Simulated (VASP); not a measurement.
# Mg3Mn (Pm-3m) in VASP: a series of runs

Runs on Mg3Mn. Level: PBE. Tasks: single point, relaxation of cell and atoms.

Program: VASP 6.6.1. These are calculated values, not measurements. Logs are shortened: lines on timing, memory, paths and dates and some standing lists are left out, and cuts for length are marked.

## 1. The cell of the first run

Symmetry: Pm-3m, No. 221, cubic system. Conventional cell: a = 4.144 Å, b = 4.144 Å, c = 4.144 Å, α = 90.00°, β = 90.00°, γ = 90.00°. Mg (site symmetry 4/mmm) has 8 Mg at 2.93 Å and 4 Mn at 2.93 Å within 3.9 Å. Mn (site symmetry m-3m) has 12 Mg at 2.93 Å within 3.9 Å.

## 2. Single point, PBE

File INCAR:

```
SYSTEM = Mg3Mn
ALGO = Fast
EDIFF = 1E-7
ENCUT = 520
GGA = PE
ISIF = 2
ISMEAR = 0
LASPH = .True.
LCHARG = .False.
LREAL = .False.
LWAVE = .False.
NBANDS = 18
NELM = 60
PREC = Accurate
SIGMA = 0.1
```

File KPOINTS:

```
k-points
0
Gamma
  10 10 10
  0 0 0
```

File POSCAR:

```
Mg3Mn
1.0
    4.1435864663      0.0000000000      0.0000000000
    0.0000000000      4.1435864663      0.0000000000
    0.0000000000      0.0000000000      4.1435864663
Mg Mn
3 1
Direct
    0.5000000000      0.5000000000      0.0000000000
    0.5000000000      0.0000000000      0.5000000000
    0.0000000000      0.5000000000      0.5000000000
    0.0000000000      0.0000000000      0.0000000000
```

Potentials or basis: VASP PAW PBE potentials, release 64 (Mg, Mn_pv).

Launch:

```
$ cat potpaw_PBE.64/Mg/POTCAR potpaw_PBE.64/Mn_pv/POTCAR > POTCAR
$ mpirun -np 1 vasp_std > vasp.out
```

OUTCAR:

```text
SYSTEM = Mg3Mn
   EDIFF = 1E-7
   ENCUT = 520
   GGA = PE
   ISIF = 2
   ISMEAR = 0
   LASPH = .True.
   LREAL = .False.
   NELM = 60
   PREC = Accurate

 ion  position               nearest neighbor table
   1  0.500  0.500  0.000-   2 2.93   3 2.93   4 2.93   2 2.93   3 2.93   2 2.93   4 2.93   2 2.93
                             3 2.93   4 2.93   3 2.93   4 2.93
   2  0.500  0.000  0.500-   1 2.93   3 2.93   4 2.93   1 2.93   4 2.93   1 2.93   3 2.93   1 2.93
                             3 2.93   4 2.93   4 2.93   3 2.93
   3  0.000  0.500  0.500-   1 2.93   2 2.93   4 2.93   1 2.93   4 2.93   2 2.93   4 2.93   4 2.93
                             1 2.93   2 2.93   1 2.93   2 2.93
   4  0.000  0.000  0.000-   1 2.93   2 2.93   3 2.93   2 2.93   3 2.93   1 2.93   3 2.93   3 2.93
                             1 2.93   2 2.93   2 2.93   1 2.93

  LATTYP: Found a simple cubic cell.
 ALAT       =     4.1435864663

  Lattice vectors:

 A1 = (   4.1435864663,   0.0000000000,   0.0000000000)
 A2 = (   0.0000000000,   4.1435864663,   0.0000000000)
 A3 = (   0.0000000000,   0.0000000000,   4.1435864663)

Analysis of symmetry for initial positions (statically):
=====================================================================
 Subroutine PRICEL returns:
 Original cell was already a primitive cell.

 Routine SETGRP: Setting up the symmetry group for a
 simple cubic supercell.

 Subroutine GETGRP returns: Found 48 space group operations
 (whereof 48 operations were pure point group operations)
 out of a pool of 48 trial point group operations.

The static configuration has the point symmetry O_h .

Analysis of symmetry for dynamics (positions and initial velocities):
=====================================================================
 Subroutine PRICEL returns:
 Original cell was already a primitive cell.

 Routine SETGRP: Setting up the symmetry group for a
 simple cubic supercell.

 Subroutine GETGRP returns: Found 48 space group operations
 (whereof 48 operations were pure point group operations)
 out of a pool of 48 trial point group operations.

The dynamic configuration has the point symmetry O_h .

 Subroutine INISYM returns: Found 48 space group operations
 (whereof 48 operations are pure point group operations),
 and found     1 'primitive' translations

----------------------------------------------------------------------------------------

                                     Primitive cell

  volume of cell :      71.1425

  direct lattice vectors                    reciprocal lattice vectors
     4.143586466  0.000000000  0.000000000     0.241336825  0.000000000  0.000000000
     0.000000000  4.143586466  0.000000000     0.000000000  0.241336825  0.000000000
     0.000000000  0.000000000  4.143586466     0.000000000  0.000000000  0.241336825

  length of vectors
     4.143586466  4.143586466  4.143586466     0.241336825  0.241336825  0.241336825

  position of ions in fractional coordinates (direct lattice)
     0.500000000  0.500000000  0.000000000
     0.500000000  0.000000000  0.500000000
     0.000000000  0.500000000  0.500000000
     0.000000000  0.000000000  0.000000000

  ion indices of the primitive-cell ions
   primitive index   ion index
                 1           1
                 2           2
                 3           3
                 4           4

----------------------------------------------------------------------------------------

 KPOINTS: k-points

Automatic generation of k-mesh.
 Grid dimensions read from file:
 generate k-points for:   10   10   10

 Generating k-lattice:

  Cartesian coordinates                     Fractional coordinates (reciprocal lattice)
     0.024133682  0.000000000  0.000000000     0.100000000  0.000000000  0.000000000
     0.000000000  0.024133682  0.000000000     0.000000000  0.100000000  0.000000000
     0.000000000  0.000000000  0.024133682     0.000000000  0.000000000  0.100000000

  Length of vectors
     0.024133682  0.024133682  0.024133682

  Shift w.r.t. Gamma in fractional coordinates (k-lattice)
     0.000000000  0.000000000  0.000000000

 Subroutine IBZKPT returns following result:
 ===========================================

 Found     56 irreducible k-points:

 Following reciprocal coordinates:
            Coordinates               Weight
  0.000000  0.000000  0.000000      1.000000
  0.100000  0.000000  0.000000      6.000000
  0.200000  0.000000  0.000000      6.000000
  0.300000  0.000000  0.000000      6.000000
  0.400000  0.000000  0.000000      6.000000
  0.500000  0.000000  0.000000      3.000000
[... 16 lines left out ...]
  0.200000  0.100000  0.100000     24.000000
  0.300000  0.100000  0.100000     24.000000
 [... further k-points ...]
   k-points           NKPTS =     56   k-points in BZ     NKDIM =     56   number of bands    NBANDS=     18
   number of dos      NEDOS =    301   number of ions     NIONS =      4
   total plane-waves  NPLWV =  32768
   dimension x,y,z NGX =    32 NGY =   32 NGZ =   32
   dimension x,y,z NGXF=    64 NGYF=   64 NGZF=   64
   ions per type =               3   1
   NGX,Y,Z   is equivalent  to a cutoff of  12.84, 12.84, 12.84 a.u.
   NGXF,Y,Z  is equivalent  to a cutoff of  25.68, 25.68, 25.68 a.u.
 SYSTEM =  Mg3Mn
   PREC   = accura    normal or accurate (medium, high low for compatibility)
   ISTART =      0    job   : 0-new  1-cont  2-samecut
   ICHARG =      2    charge: 1-file 2-atom 10-const
   ISPIN  =      1    spin polarized calculation?
   LNONCOLLINEAR =      F non collinear calculations
   LSORBIT =      F    spin-orbit coupling
   LASPH  =      T    aspherical Exc in radial PAW
   ENCUT  =  520.0 eV  38.22 Ry    6.18 a.u.   7.70  7.70  7.70*2*pi/ulx,y,z
   NELM   =     60;   NELMIN=  2; NELMDL= -5     # of ELM steps
   EDIFF  = 0.1E-06   stopping-criterion for ELM
   LREAL  =      F    real-space projection
   EDIFFG = 0.1E-05   stopping-criterion for IOM
   NSW    =      0    number of steps for IOM
   IBRION =     -1    ionic relax: 0-MD 1-quasi-New 2-CG
   NFREE  =      0    steps in history (QN), initial steepest desc. (CG)
   ISIF   =      2    stress and relaxation
   ISYM   =      2    0-nonsym 1-usesym 2-fastsym
   POTIM  = 0.5000    time-step for ionic-motion
   TEBEG  =    0.0;   TEEND  =   0.0 temperature during run
   PSTRESS=    0.0 pullay stress
   NELECT =      19.0000    total number of electrons
   NUPDOWN=      -1.0000    fix difference up-down
   EMIN   =  10.00;   EMAX   =-10.00  energy-range for DOS
   EFERMI =   0.00;   METHOD = LEGACY
   ISMEAR =     0;   SIGMA  =   0.10  broadening in eV -4-tet -1-fermi 0-gaus
   EFERMI_NEDOS =   21; number of points for ismear=-14 and -15
   IALGO  =     68    algorithm
   IMIX   =      4    mixing-type and parameters
     AMIX     =   0.40;   BMIX     =  1.00
     AMIX_MAG =   1.60;   BMIX_MAG =  1.00
  volume/ion in A,a.u.               =      17.79       120.02
  Fermi-wavevector in a.u.,A,eV,Ry     =   1.054265  1.992271 15.122520  1.111474
  Thomas-Fermi vector in A             =   2.189418
   LORBIT       =      0    0 simple, 1 ext, 2 COOP (PROOUT), +10 PAW based schemes
   GGA     = PE    functional components
   LHFCALC =     F    Hartree Fock is set to
   AEXX    =    0.0000 exact exchange contribution
   IVDW    =     0    specifies the selected vdW correction
   LEPSILON=     F    determine dielectric tensor
   LRPA    =     F    only Hartree local field effects (RPA)
 non-spin polarized calculation
 RMM-DIIS sequential band-by-band and
 Gauss-broadening in eV      SIGMA  =   0.10
  energy-cutoff  :      520.00
  volume of cell :       71.14
 maximum number of plane-waves:      1936
 NGX is ok and might be reduce to    32
   NGX = 15   NGY = 15   NGZ = 15

 number of electron      18.9999979 magnetization

 Free energy of the ion-electron system (eV)
  ---------------------------------------------------
  ext. energy  EPLUGINS =         0.00000000
  ---------------------------------------------------
  free energy    TOTEN  =       -11.68473491 eV

  energy without entropy =      -11.63854281  energy(sigma->0) =      -11.66163886

 E-fermi :   4.0748     XC(G=0):  -9.7623

 val. band max:        4.0706209623   @ k =   0.3000   0.2000   0.1000
 cond. band min:       4.0808436229   @ k =   0.4000   0.2000   0.1000
 fundamental gap:      0.0102226605
 Fermi energy:         4.0748095321

 k-point     1 :       0.0000    0.0000    0.0000
  band No.  band energies     occupation
      1     -43.3315      2.00000
      2     -43.3315      2.00000
      3     -43.3315      2.00000
      4      -3.2971      2.00000
      5       2.7767      2.00000
      6       2.7767      2.00000
[... 10 lines left out ...]
     17      13.1075      0.00000
     18      13.1426      0.00000

 k-point     2 :       0.1000    0.0000    0.0000
  band No.  band energies     occupation
      1     -43.3316      2.00000
      2     -43.3315      2.00000
      3     -43.3315      2.00000
      4      -3.2075      2.00000
      5       2.5907      2.00000
      6       2.7987      2.00000
[... 10 lines left out ...]
     17      11.6616      0.00000
     18      12.7739      0.00000

 k-point     3 :       0.2000    0.0000    0.0000
  band No.  band energies     occupation
      1     -43.3318      2.00000
      2     -43.3315      2.00000
      3     -43.3315      2.00000
      4      -2.9402      2.00000
      5       1.8499      2.00000
      6       2.8574      2.00000
[... 10 lines left out ...]
     17      10.3779      0.00000
     18      11.9515      0.00000

 k-point     4 :       0.3000    0.0000    0.0000
  band No.  band energies     occupation
      1     -43.3321      2.00000
      2     -43.3315      2.00000
      3     -43.3315      2.00000
      4      -2.4988      2.00000
      5       0.8149      2.00000
      6       2.9321      2.00000
[... 375 lines left out ...]
      4      -3.0292      2.00000
      5       2.6054      2.00000
      6       2.6054      2.00000
[... 10 lines left out ...]
     17      10.9498      0.00000
     18      10.9498      0.00000

 k-point    23 :       0.2000    0.1000    0.1000
  band No.  band energies     occupation
      1     -43.3318      2.00000
      2     -43.3316      2.00000
      3     -43.3316      2.00000
      4      -2.7633      2.00000
      5       1.9690      2.00000
      6       2.6867      2.00000
[... 10 lines left out ...]
     17       9.8803      0.00000
     18      11.1375      0.00000

 k-point    24 :       0.3000    0.1000    0.1000
  band No.  band energies     occupation
      1     -43.3321      2.00000
      2     -43.3316      2.00000
      3     -43.3316      2.00000
      4      -2.3244      2.00000
      5       0.9608      2.00000
      6       2.8007      2.00000
[... 10 lines left out ...]
     17      10.9987      0.00000
     18      11.9041      0.00000

 [... further k-points ...]

------------------------ aborting loop because EDIFF is reached ----------------------------------------

  FORCE on cell =-STRESS in cart. coord.  units (eV):
  Direction    XX          YY          ZZ          XY          YZ          ZX
  --------------------------------------------------------------------------------------
  -------------------------------------------------------------------------------------
  Total       -0.0498191     -0.0498191     -0.0498191     -0.0000000     -0.0000000     -0.0000000
  in kB       -1.1219605     -1.1219605     -1.1219605     -0.0000000     -0.0000000     -0.0000000
  external PRESSURE =      -1.1219605 kB  Pullay stress =       0.0000000 kB

 VOLUME and BASIS-vectors are now :
 -----------------------------------------------------------------------------
  energy-cutoff  :      520.00
  volume of cell :       71.14
      direct lattice vectors                 reciprocal lattice vectors
     4.143586466  0.000000000  0.000000000     0.241336825  0.000000000  0.000000000
     0.000000000  4.143586466  0.000000000     0.000000000  0.241336825  0.000000000
     0.000000000  0.000000000  4.143586466     0.000000000  0.000000000  0.241336825

 POSITION                                       TOTAL-FORCE (eV/Angst)
 -----------------------------------------------------------------------------------
      2.07179      2.07179      0.00000         0.000000      0.000000      0.000000
      2.07179      0.00000      2.07179         0.000000      0.000000      0.000000
      0.00000      2.07179      2.07179         0.000000      0.000000      0.000000
      0.00000      0.00000      0.00000         0.000000      0.000000      0.000000
 -----------------------------------------------------------------------------------
    total drift:                                0.000000      0.000000      0.000000

  FREE ENERGIE OF THE ION-ELECTRON SYSTEM (eV)
  ---------------------------------------------------
  free  energy   TOTEN  =       -11.6847349119 eV

  energy  without entropy=      -11.6385428124  energy(sigma->0) =      -11.66163886
```

Wall time 50 s (1 thread of Intel Xeon Platinum 8488C (Sapphire Rapids), shared host); peak memory 0.22 GiB.

Results:

- Free energy: -11.6847 eV
- Pressure: -0.1 GPa
- Band gap on the k mesh: zero (an odd number of electrons rules out a gap without spin polarisation)

Caveat: the run has no spin polarisation, though such a crystal can be magnetic.

## 3. Relaxation of cell and atoms, PBE

This run uses another cell than the first one, of 19.84 Å³/atom.

File INCAR:

```
SYSTEM = Mg3Mn
PREC = Accurate
ENCUT = 600
EDIFF = 1E-6
ISMEAR = 0
SIGMA = 0.1
LREAL = .FALSE.
LASPH = .TRUE.
NELM = 60
ALGO = Fast
ISIF = 3
LWAVE = .FALSE.
LCHARG = .FALSE.
GGA = PE
IBRION = 2
NSW = 80
EDIFFG = -0.01
```

File KPOINTS:

```
Automatic mesh
0
G
  10 10 10
  0 0 0
```

File POSCAR:

```
Mg3Mn
1.0
    4.2975710000      0.0000000000      0.0000000000
    0.0000000000      4.2975710000      0.0000000000
    0.0000000000      0.0000000000      4.2975710000
Mg Mn
3 1
Direct
    0.5000000000      0.5000000000      0.0000000000
    0.5000000000      0.0000000000      0.5000000000
    0.0000000000      0.5000000000      0.5000000000
    0.0000000000      0.0000000000      0.0000000000
```

Potentials or basis: VASP PAW PBE potentials, release 64 (Mg, Mn_pv).

Launch:

```
$ cat potpaw_PBE.64/Mg/POTCAR potpaw_PBE.64/Mn_pv/POTCAR > POTCAR
$ mpirun -np 1 vasp_std > vasp.out
```

Wall time 7.2 min (1 thread of Intel Xeon Platinum 8488C (Sapphire Rapids), shared host); peak memory 0.27 GiB.

It converged, with:

```
Free energy                           : -11.6863 eV
Relaxed volume                        : 17.79 Å³/atom
Relaxed cell                          : a = 4.144 Å, b = 4.144 Å, c = 4.144 Å, α = 90.00°, β = 90.00°, γ = 90.00°
Space group after relaxing (to 0.1 Å) : Pm-3m (No. 221)
Energy gained by relaxing             : 39.2 meV/atom
Ionic steps                           : 10
Pressure after relaxing               : 0.0 GPa
Band gap on the k mesh                : zero (an odd number of electrons rules out a gap without spin polarisation)
```

The path:
```
step  energy change (eV)  largest force (eV/Å)  pressure (GPa)  volume (Å³)
   1              0.0000                0.0000           -5.58        79.37
   2             -0.0076                0.0000           -1.08        71.70
   3             -0.1543                0.0000            0.97        70.13
   4             -0.1566                0.0000            0.14        70.86
   5             -0.1567                0.0000            0.11        71.02
   6             -0.1564                0.0000           -0.22        71.36
   7             -0.1566                0.0000           -0.19        71.18
   8             -0.1566                0.0000           -0.15        71.18
   9             -0.1567                0.0000           -0.16        71.16
  10             -0.1567                0.0000            0.04        71.16
```

Final structure:
```yaml
crystal:
  lattice:
    - [4.14390, 0.00000, 0.00000]
    - [0.00000, 4.14390, 0.00000]
    - [0.00000, 0.00000, 4.14390]
  atoms:
    - { symbol: Mg, position: [0.50000, 0.50000, 0.00000] }
    - { symbol: Mg, position: [0.50000, 0.00000, 0.50000] }
    - { symbol: Mg, position: [0.00000, 0.50000, 0.50000] }
    - { symbol: Mn, position: [0.00000, 0.00000, 0.00000] }
```

Levels at points of the mesh, in eV from the Fermi level:
| k point | band 5 | band 6 | band 7 | band 8 | band 9 | band 10 | band 11 | band 12 | band 13 |
| --- | --- | --- | --- | --- | --- | --- | --- | --- | --- |
| (0.00, 0.00, 0.00) | -1.30 | -1.30 | -0.30 | -0.30 | -0.30 | 0.57 | 0.57 | 0.57 | 1.54 |
| (0.50, 0.00, 0.00) | -5.10 | -1.06 | -0.83 | -0.83 | -0.24 | 0.02 | 2.65 | 2.70 | 2.70 |
| (0.50, 0.50, 0.00) | -3.02 | -2.95 | -2.95 | -0.61 | -0.61 | 0.01 | 0.06 | 0.38 | 3.96 |
| (0.50, 0.50, 0.50) | -2.04 | -2.04 | -1.85 | -1.11 | -1.11 | -1.11 | -0.03 | 0.06 | 0.06 |

Caveat: the highest band is partly filled, so the run has too few bands; the run has no spin polarisation, though such a crystal can be magnetic. Spin polarisation is off, so any magnetic state and its effect on volume and gap are missing.

## 4. Single point, PBE, collinear spin, ferromagnetic start

This run uses another cell than the first one, of 19.77 Å³/atom.

File INCAR:

```
SYSTEM = Mg3Mn
ALGO = Normal
EDIFF = 1E-6
ENCUT = 520
GGA = PE
ISIF = 2
ISMEAR = 0
ISPIN = 2
LASPH = .True.
LCHARG = .True.
LELF = .True.
LMAXMIX = 4
LORBIT = 11
LREAL = .False.
LVHAR = .True.
LWAVE = .False.
MAGMOM = 0 0 0 4
NBANDS = 22
NELM = 150
PREC = Accurate
SIGMA = 0.1
```

File KPOINTS:

```
k-points
0
Gamma
  10 10 10
  0 0 0
```

File POSCAR:

```
Mg3Mn
1.0
    4.2920634178      0.0000000000      0.0000000000
    0.0000000000      4.2920634178      0.0000000000
    0.0000000000      0.0000000000      4.2920634178
Mg Mn
3 1
Direct
    0.5000000000      0.5000000000      0.0000000000
    0.5000000000      0.0000000000      0.5000000000
    0.0000000000      0.5000000000      0.5000000000
    0.0000000000      0.0000000000      0.0000000000
```

Launch:

```
$ cat potpaw_PBE.64/Mg/POTCAR potpaw_PBE.64/Mn_pv/POTCAR > POTCAR
$ mpirun -np 1 vasp_std > vasp.out
```

Wall time 1.9 min (1 thread of Intel Xeon Platinum 8488C (Sapphire Rapids), shared host); peak memory 0.29 GiB.

Results (log left out):

| Quantity | Value |
| --- | --- |
| Free energy | -12.7915 eV |
| Pressure | -0.1 GPa |
| Net moment | 3.48 μB per cell |
| Site moments | Mg -0.03; Mn +3.61 μB |
| Valence electrons inside the program's atomic spheres | Mg 0.37; Mn 11.42 |

Levels at points of the mesh, in eV from the Fermi level:
Spin up:
```csv
k point,band 9,band 10,band 11,band 12,band 13,band 14
"(0.00, 0.00, 0.00)",-2.30,0.27,0.27,0.27,1.07,3.04
"(0.50, 0.00, 0.00)",-2.27,-2.12,2.14,2.14,2.39,2.88
"(0.50, 0.50, 0.00)",-2.45,-2.15,-1.95,-1.33,3.72,4.04
"(0.50, 0.50, 0.50)",-1.72,-1.31,-1.31,-1.31,-0.98,0.65
```
Spin down:
| k point | band 4 | band 5 | band 6 | band 7 | band 8 | band 9 | band 10 | band 11 | band 12 | band 13 |
| --- | --- | --- | --- | --- | --- | --- | --- | --- | --- | --- |
| (0.00, 0.00, 0.00) | -7.13 | -0.62 | -0.62 | 0.29 | 0.29 | 0.29 | 0.77 | 0.77 | 0.77 | 1.59 |
| (0.50, 0.00, 0.00) | -5.19 | -5.00 | -0.23 | -0.06 | -0.06 | 0.85 | 1.15 | 2.34 | 2.34 | 2.50 |
| (0.50, 0.50, 0.00) | -3.59 | -3.09 | -3.09 | -2.92 | 0.32 | 0.32 | 1.03 | 1.24 | 1.31 | 3.55 |
| (0.50, 0.50, 0.50) | -1.76 | -1.76 | -1.76 | -1.76 | -1.31 | -1.31 | -1.31 | -0.03 | 1.25 | 1.25 |

## 5. The runs side by side

| task | spin | cell | cutoff (eV) | gap on the mesh (eV) | pressure (GPa) |
| --- | --- | --- | --- | --- | --- |
| single point | off | a = 4.144 Å, 4 atoms | 520 | none | -0.1 |
| relaxation of cell and atoms | off | relaxed from a = 4.298 Å, 4 atoms | 600 | none | 0.0 |
| single point | collinear, ferromagnetic start | a = 4.292 Å, 4 atoms | 520 | none | -0.1 |

Alike in all rows: level PBE; potentials or basis VASP PAW PBE potentials, release 64 (Mg, Mn_pv); k mesh 10 × 10 × 10; smearing gaussian 0.1 eV.

Caveats: the highest band is partly filled, so the run has too few bands (at least some runs).

Total energies depend on the potentials used, so only differences within one code and one set of settings carry meaning.

The gap in the log of VASP goes by the Fermi energy; the results here count the filled bands.